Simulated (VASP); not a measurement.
# CoO (Fm-3m) in VASP: further runs, part 2 of 2

VASP 6.6.1.

### 3 Single point, PBEsol, collinear spin, ferromagnetic start

This run uses another cell than the first one, of 9.08 Å³/atom, 0.937 times its volume.

The input, INCAR:

```
PREC = Accurate ; ENCUT = 520
EDIFF = 1E-6 ; ISMEAR = -1
SIGMA = 0.05 ; LREAL = F
LASPH = T ; NELM = 150
ALGO = Normal ; ISIF = 2
LWAVE = F ; LCHARG = F
ISPIN = 2 ; MAGMOM = 2 0
LORBIT = 11 ; LMAXMIX = 4
GGA = PS ; NBANDS = 18
```

The input, KPOINTS:

```
regular mesh
0
Gamma
  11 11 11
```

The input, POSCAR:

```
CoO
1.0
    0.0000000000      2.0858840028      2.0858840028
    2.0858840028      0.0000000000      2.0858840028
    2.0858840028      2.0858840028      0.0000000000
Co O
1 1
Direct
    0.0000000000      0.0000000000      0.0000000000
    0.5000000000      0.5000000000      0.5000000000
```

Potentials or basis: VASP PAW PBE potentials, release 64 (Co, O).

On the command line:

```
$ cat potpaw_PBE.64/Co/POTCAR potpaw_PBE.64/O/POTCAR > POTCAR
$ mpirun -np 1 vasp_std > vasp.out
```

OUTCAR:

```text
PREC = Accurate
   ENCUT = 520
   EDIFF = 1E-6
   ISMEAR = -1
   LREAL = F
   LASPH = T
   NELM = 150
   ISIF = 2
   ISPIN = 2
   LORBIT = 11
   GGA = PS

 ion  position               nearest neighbor table
   1  0.000  0.000  0.000-   2 2.09   2 2.09   2 2.09   2 2.09   2 2.09   2 2.09
   2  0.500  0.500  0.500-   1 2.09   1 2.09   1 2.09   1 2.09   1 2.09   1 2.09

  LATTYP: Found a face centered cubic cell.
 ALAT       =     4.1717680056

  Lattice vectors:

 A1 = (   0.0000000000,   2.0858840028,   2.0858840028)
 A2 = (   2.0858840028,   0.0000000000,   2.0858840028)
 A3 = (   2.0858840028,   2.0858840028,   0.0000000000)

Analysis of symmetry for initial positions (statically):
[... 25 lines left out ...]
The dynamic configuration has the point symmetry O_h .

Analysis of structural, dynamic, and magnetic symmetry:
=====================================================================
 Subroutine PRICEL returns:
[... 7 lines left out ...]
 out of a pool of 48 trial point group operations.

The overall configuration has the point symmetry O_h .

[... 660 lines left out ...]

 spin component 2

 k-point     1 :       0.0000    0.0000    0.0000
  band No.  band energies     occupation
      1     -11.6153      1.00000
      2       5.7755      1.00000
      3       5.7755      1.00000
      4       5.7755      1.00000
      5       7.4785      1.00000
      6       7.4785      1.00000
[... 493 lines left out ...]
     17      37.9630      0.00000
     18      39.6728      0.00000

 [... further k-points ...]
[... 5 lines left out ...]
  --------------------------------------------------------------------------------------
  -------------------------------------------------------------------------------------
  Total       -0.1023452     -0.1023452     -0.1023452      0.0000000     -0.0000000      0.0000000
  in kB       -9.0339506     -9.0339506     -9.0339506      0.0000000     -0.0000000      0.0000000
  external PRESSURE =      -9.0339506 kB  Pullay stress =       0.0000000 kB

 VOLUME and BASIS-vectors are now :
 -----------------------------------------------------------------------------
  energy-cutoff  :      520.00
  volume of cell :       18.15
      direct lattice vectors                 reciprocal lattice vectors
     0.000000000  2.085884003  2.085884003    -0.239706522  0.239706522  0.239706522
     2.085884003  0.000000000  2.085884003     0.239706522 -0.239706522  0.239706522
     2.085884003  2.085884003  0.000000000     0.239706522  0.239706522 -0.239706522

 POSITION                                       TOTAL-FORCE (eV/Angst)
 -----------------------------------------------------------------------------------
      0.00000      0.00000      0.00000        -0.000000      0.000000      0.000000
      2.08588      2.08588      2.08588         0.000000     -0.000000     -0.000000
 -----------------------------------------------------------------------------------
    total drift:                                0.000000     -0.000000     -0.000000

  FREE ENERGIE OF THE ION-ELECTRON SYSTEM (eV)
  ---------------------------------------------------
  free  energy   TOTEN  =       -14.0044561431 eV

  energy  without entropy=      -13.9715914804  energy(sigma->0) =      -13.98802381

 total charge

# of ion       s       p       d       tot
------------------------------------------
    1        0.315   0.404   7.202   7.921
    2        1.552   3.426   0.000   4.978
--------------------------------------------------
tot          1.867   3.830   7.202  12.899

 magnetization (x)

# of ion       s       p       d       tot
------------------------------------------
    1        0.021   0.019   2.403   2.442
    2        0.031   0.250   0.000   0.281
--------------------------------------------------
tot          0.051   0.269   2.403   2.723
```

It took 17 s on 1 thread of Intel Xeon 6975P-C (Granite Rapids), shared host; peak memory 0.16 GiB.

Results:

* Free energy: -14.0045 eV
* Pressure: -0.9 GPa
* Net moment: 2.77 μB per cell
* Site moments: Co +2.44; O +0.28 μB
* Valence electrons inside the program's atomic spheres: Co 7.92; O 4.98

Levels at points of the mesh, in eV from the Fermi level:
Spin up:
```
           k point  band 5  band 6  band 7  band 8  band 9  band 10  band 11  band 12  band 13  band 14
(0.00, 0.00, 0.00)   -3.27   -3.27   -3.17   -3.17   -3.17     1.19    16.75    18.42    18.42    18.42
```
Spin down:
| k point | band 4 | band 5 | band 6 | band 7 | band 8 | band 9 |
| --- | --- | --- | --- | --- | --- | --- |
| (0.00, 0.00, 0.00) | -2.96 | -1.25 | -1.25 | -1.25 | -0.25 | -0.25 |

Caveat: the PAW data sets were made with another functional, which shifts forces and pressure a little; a cell with one magnetic atom can't hold antiferromagnetic order, which such compounds often take; semilocal functionals often make such compounds metallic where correlation or magnetic order opens a gap, which also shifts bond lengths. With open d or f shells a metallic result of PBEsol can be an artefact of self-interaction; +U or a hybrid may open a gap.

### 4 Single point, BLYP, collinear spin, ferromagnetic start

The input, INCAR:

```
SYSTEM = CoO
AGGAC = 1.0
AGGAX = 1.0
ALDAC = 0.0
ALDAX = 1.0
ALGO = Normal
EDIFF = 1E-7
ENCUT = 520
GGA = B5
ISIF = 2
ISMEAR = -1
ISPIN = 2
LASPH = .TRUE.
LCHARG = .TRUE.
LELF = .TRUE.
LMAXMIX = 4
LORBIT = 11
LREAL = .FALSE.
LVHAR = .TRUE.
LWAVE = .FALSE.
MAGMOM = 2 0
NBANDS = 18
NELM = 150
PREC = Accurate
SIGMA = 0.05
```

The input, KPOINTS:

```
k-points
0
G
  11 11 11
  0 0 0
```

The input, POSCAR:

```
CoO
1.0
    0.0000000000      2.1315000000      2.1315000000
    2.1315000000      0.0000000000      2.1315000000
    2.1315000000      2.1315000000      0.0000000000
Co O
1 1
Direct
    0.0000000000      0.0000000000      0.0000000000
    0.5000000000      0.5000000000      0.5000000000
```

Potentials or basis: VASP PAW PBE potentials, release 64 (Co, O).

On the command line:

```
$ cat potpaw_PBE.64/Co/POTCAR potpaw_PBE.64/O/POTCAR > POTCAR
$ mpirun -np 1 vasp_std > vasp.out
```

OUTCAR:

```text
SYSTEM = CoO
   EDIFF = 1E-7
   ENCUT = 520
   GGA = B5
   ISIF = 2
   ISMEAR = -1
   ISPIN = 2
   LASPH = .TRUE.
   LORBIT = 11
   LREAL = .FALSE.
   NELM = 150
   PREC = Accurate

 ion  position               nearest neighbor table
   1  0.000  0.000  0.000-   2 2.13   2 2.13   2 2.13   2 2.13   2 2.13   2 2.13
   2  0.500  0.500  0.500-   1 2.13   1 2.13   1 2.13   1 2.13   1 2.13   1 2.13

  LATTYP: Found a face centered cubic cell.
 ALAT       =     4.2630000000

  Lattice vectors:

 A1 = (   0.0000000000,   2.1315000000,   2.1315000000)
 A2 = (   2.1315000000,   0.0000000000,   2.1315000000)
 A3 = (   2.1315000000,   2.1315000000,   0.0000000000)

Analysis of symmetry for initial positions (statically):
=====================================================================
 Subroutine PRICEL returns:
 Original cell was already a primitive cell.

 Routine SETGRP: Setting up the symmetry group for a
 face centered cubic supercell.

 Subroutine GETGRP returns: Found 48 space group operations
 (whereof 48 operations were pure point group operations)
 out of a pool of 48 trial point group operations.

The static configuration has the point symmetry O_h .

Analysis of symmetry for dynamics (positions and initial velocities):
=====================================================================
 Subroutine PRICEL returns:
 Original cell was already a primitive cell.

 Routine SETGRP: Setting up the symmetry group for a
 face centered cubic supercell.

 Subroutine GETGRP returns: Found 48 space group operations
 (whereof 48 operations were pure point group operations)
 out of a pool of 48 trial point group operations.

The dynamic configuration has the point symmetry O_h .

Analysis of structural, dynamic, and magnetic symmetry:
=====================================================================
 Subroutine PRICEL returns:
 Original cell was already a primitive cell.

 Routine SETGRP: Setting up the symmetry group for a
 face centered cubic supercell.

 Subroutine GETGRP returns: Found 48 space group operations
 (whereof 48 operations were pure point group operations)
 out of a pool of 48 trial point group operations.

The overall configuration has the point symmetry O_h .

 Subroutine INISYM returns: Found 48 space group operations
 (whereof 48 operations are pure point group operations),
 and found     1 'primitive' translations

----------------------------------------------------------------------------------------

                                     Primitive cell

  volume of cell :      19.3681

  direct lattice vectors                    reciprocal lattice vectors
     0.000000000  2.131500000  2.131500000    -0.234576589  0.234576589  0.234576589
     2.131500000  0.000000000  2.131500000     0.234576589 -0.234576589  0.234576589
     2.131500000  2.131500000  0.000000000     0.234576589  0.234576589 -0.234576589

  length of vectors
     3.014396208  3.014396208  3.014396208     0.406298571  0.406298571  0.406298571

  position of ions in fractional coordinates (direct lattice)
     0.000000000  0.000000000  0.000000000
     0.500000000  0.500000000  0.500000000

  ion indices of the primitive-cell ions
   primitive index   ion index
                 1           1
                 2           2

----------------------------------------------------------------------------------------

 KPOINTS: k-points

[... 62 lines left out ...]
   LNONCOLLINEAR =      F non collinear calculations
   LSORBIT =      F    spin-orbit coupling
   LASPH  =      T    aspherical Exc in radial PAW
   ENCUT  =  520.0 eV  38.22 Ry    6.18 a.u.   5.60  5.60  5.60*2*pi/ulx,y,z
   NELM   =    150;   NELMIN=  2; NELMDL= -5     # of ELM steps
   EDIFF  = 0.1E-06   stopping-criterion for ELM
   LREAL  =      F    real-space projection
   EDIFFG = 0.1E-05   stopping-criterion for IOM
   NSW    =      0    number of steps for IOM
   IBRION =     -1    ionic relax: 0-MD 1-quasi-New 2-CG
   NFREE  =      0    steps in history (QN), initial steepest desc. (CG)
   ISIF   =      2    stress and relaxation
   ISYM   =      2    0-nonsym 1-usesym 2-fastsym
   POTIM  = 0.5000    time-step for ionic-motion
   TEBEG  =    0.0;   TEEND  =   0.0 temperature during run
   PSTRESS=    0.0 pullay stress
   NELECT =      15.0000    total number of electrons
   NUPDOWN=      -1.0000    fix difference up-down
   EMIN   =  10.00;   EMAX   =-10.00  energy-range for DOS
   EFERMI =   0.00;   METHOD = LEGACY
   ISMEAR =    -1;   SIGMA  =   0.05  broadening in eV -4-tet -1-fermi 0-gaus
   EFERMI_NEDOS =   21; number of points for ismear=-14 and -15
   IALGO  =     38    algorithm
   IMIX   =      4    mixing-type and parameters
     AMIX     =   0.40;   BMIX     =  1.00
     AMIX_MAG =   1.60;   BMIX_MAG =  1.00
  volume/ion in A,a.u.               =       9.68        65.35
  Fermi-wavevector in a.u.,A,eV,Ry     =   1.503407  2.841027 30.752334  2.260233
  Thomas-Fermi vector in A             =   2.614521
   LORBIT       =     11    0 simple, 1 ext, 2 COOP (PROOUT), +10 PAW based schemes
   GGA     = B5    functional components
   LHFCALC =     F    Hartree Fock is set to
   AEXX    =    0.0000 exact exchange contribution
   IVDW    =     0    specifies the selected vdW correction
   LEPSILON=     F    determine dielectric tensor
   LRPA    =     F    only Hartree local field effects (RPA)
 spin polarized calculation
  energy-cutoff  :      520.00
  volume of cell :       19.37
 maximum number of plane-waves:       534
   NGX = 11   NGY = 11   NGZ = 11

 number of electron      15.0000007 magnetization       2.7739345

 Free energy of the ion-electron system (eV)
  ---------------------------------------------------
  ext. energy  EPLUGINS =         0.00000000
  ---------------------------------------------------
  free energy    TOTEN  =       -12.11788771 eV

  energy without entropy =      -12.07980961  energy(sigma->0) =      -12.09884866

 E-fermi :   8.1657     XC(G=0): -11.8152

 val. band max:        8.1649699972   @ k =  -0.1818   0.2727   0.0909
 cond. band min:       8.1677500495   @ k =  -0.3636   0.4545   0.0909
 fundamental gap:      0.0027800523
 Fermi energy:         8.1656963671

 spin component 1

 k-point     1 :       0.0000    0.0000    0.0000
  band No.  band energies     occupation
      1     -11.8434      1.00000
      2       5.0929      1.00000
      3       5.0929      1.00000
      4       5.0929      1.00000
      5       5.1416      1.00000
      6       5.1417      1.00000
[... 493 lines left out ...]
     17      36.1542      0.00000
     18      38.0230      0.00000

 [... further k-points ...]

 spin component 2

 k-point     1 :       0.0000    0.0000    0.0000
  band No.  band energies     occupation
      1     -11.3900      1.00000
      2       5.5976      1.00000
      3       5.5976      1.00000
      4       5.5976      1.00000
      5       7.0830      1.00000
      6       7.0831      1.00000
[... 493 lines left out ...]
     17      36.6813      0.00000
     18      38.5602      0.00000

 [... further k-points ...]

------------------------ aborting loop because EDIFF is reached ----------------------------------------

  FORCE on cell =-STRESS in cart. coord.  units (eV):
  Direction    XX          YY          ZZ          XY          YZ          ZX
  --------------------------------------------------------------------------------------
  -------------------------------------------------------------------------------------
  Total        0.5179961      0.5179961      0.5179961     -0.0000000      0.0000000     -0.0000000
  in kB       42.8500205     42.8500205     42.8500205     -0.0000000      0.0000000     -0.0000000
  external PRESSURE =      42.8500205 kB  Pullay stress =       0.0000000 kB

 VOLUME and BASIS-vectors are now :
 -----------------------------------------------------------------------------
  energy-cutoff  :      520.00
  volume of cell :       19.37
      direct lattice vectors                 reciprocal lattice vectors
     0.000000000  2.131500000  2.131500000    -0.234576589  0.234576589  0.234576589
     2.131500000  0.000000000  2.131500000     0.234576589 -0.234576589  0.234576589
     2.131500000  2.131500000  0.000000000     0.234576589  0.234576589 -0.234576589

 POSITION                                       TOTAL-FORCE (eV/Angst)
 -----------------------------------------------------------------------------------
      0.00000      0.00000      0.00000         0.000000      0.000000      0.000000
      2.13150      2.13150      2.13150        -0.000000     -0.000000     -0.000000
 -----------------------------------------------------------------------------------
    total drift:                                0.000000     -0.000000     -0.000000

  FREE ENERGIE OF THE ION-ELECTRON SYSTEM (eV)
  ---------------------------------------------------
  free  energy   TOTEN  =       -12.1178877076 eV

  energy  without entropy=      -12.0798096109  energy(sigma->0) =      -12.09884866

 total charge

# of ion       s       p       d       tot
------------------------------------------
    1        0.286   0.345   7.180   7.811
    2        1.550   3.440   0.000   4.990
--------------------------------------------------
tot          1.836   3.785   7.180  12.801

 magnetization (x)

# of ion       s       p       d       tot
------------------------------------------
    1        0.018   0.016   2.418   2.452
    2        0.028   0.244   0.000   0.272
--------------------------------------------------
tot          0.047   0.259   2.418   2.724
```

OSZICAR:

```text
N       E                     dE             d eps       ncg     rms          rms(c)
DAV:   1     0.803288029496E+02    0.80329E+02   -0.65128E+03  4144   0.955E+02
DAV:   2    -0.961940091005E+01   -0.89948E+02   -0.77577E+02  4284   0.224E+02
DAV:   3    -0.146839526088E+02   -0.50646E+01   -0.49167E+01  4812   0.567E+01
DAV:   4    -0.147359471959E+02   -0.51995E-01   -0.51954E-01  4920   0.547E+00
DAV:   5    -0.147371544201E+02   -0.12072E-02   -0.12070E-02  4972   0.829E-01    0.167E+01
DAV:   6    -0.133239207252E+02    0.14132E+01   -0.16908E+01  5310   0.589E+01    0.197E+01
DAV:   7    -0.122500955025E+02    0.10738E+01   -0.72785E+00  5140   0.476E+01    0.784E+00
DAV:   8    -0.121346377110E+02    0.11546E+00   -0.41393E-01  5636   0.952E+00    0.410E+00
DAV:   9    -0.121434821725E+02   -0.88445E-02   -0.24917E-01  6106   0.816E+00    0.283E+00
DAV:  10    -0.121198168928E+02    0.23665E-01   -0.81570E-02  5996   0.512E+00    0.700E-01
DAV:  11    -0.121177878985E+02    0.20290E-02   -0.17643E-02  5676   0.187E+00    0.177E-01
DAV:  12    -0.121178918009E+02   -0.10390E-03   -0.19239E-03  5838   0.610E-01    0.120E-01
DAV:  13    -0.121178854249E+02    0.63760E-05   -0.13873E-04  5532   0.181E-01    0.307E-02
DAV:  14    -0.121178861104E+02   -0.68555E-06   -0.23754E-05  5916   0.785E-02    0.130E-02
DAV:  15    -0.121178876376E+02   -0.15272E-05   -0.49128E-06  4852   0.285E-02    0.278E-03
DAV:  16    -0.121178877935E+02   -0.15583E-06   -0.26106E-07  4710   0.407E-03    0.303E-03
DAV:  17    -0.121178877076E+02    0.85872E-07   -0.12080E-07  2452   0.601E-03
   1 F= -.12117888E+02 E0= -.12098849E+02  d E =-.380781E-01  mag=     2.7739
```

Wall time 23 s (1 thread of Intel Xeon 6975P-C (Granite Rapids), shared host); peak memory 0.16 GiB.

Results:

```
Free energy                                           : -12.1179 eV
Pressure                                              : 4.3 GPa
Net moment                                            : 2.77 μB per cell
Site moments                                          : Co +2.45; O +0.27 μB
Valence electrons inside the program's atomic spheres : Co 7.81; O 4.99
```

Caveat: the PAW data sets were made with another functional, which shifts forces and pressure a little; a cell with one magnetic atom can't hold antiferromagnetic order, which such compounds often take; semilocal functionals often make such compounds metallic where correlation or magnetic order opens a gap, which also shifts bond lengths.

### 5 The runs side by side

```csv
task,level,cell,cutoff (eV),gap on the mesh (eV),pressure (GPa),moment (μB)
relaxation of cell and atoms,PBE+D3(BJ),"relaxed from a = 3.014 Å, angles 60.0°, 2 atoms",600,none,0.1,2.81
single point,PBEsol,"a = 2.950 Å, angles 60.0°, 2 atoms",520,none,-0.9,2.77
single point,BLYP,"a = 3.014 Å, angles 60.0°, 2 atoms",520,none,4.3,2.77
```

Alike in all rows: potentials or basis VASP PAW PBE potentials, release 64 (Co, O); spin collinear, ferromagnetic start; k mesh 11 × 11 × 11; smearing fermi-dirac 0.05 eV.

Caveats: a cell with one magnetic atom can't hold antiferromagnetic order, which such compounds often take; semilocal functionals often make such compounds metallic where correlation or magnetic order opens a gap, which also shifts bond lengths; the PAW data sets were made with another functional, which shifts forces and pressure a little (some runs); pairwise dispersion overbinds metals, which lowers pressure and volume (some runs).

Total energies depend on the potentials used, so only differences within one code and one set of settings carry meaning.
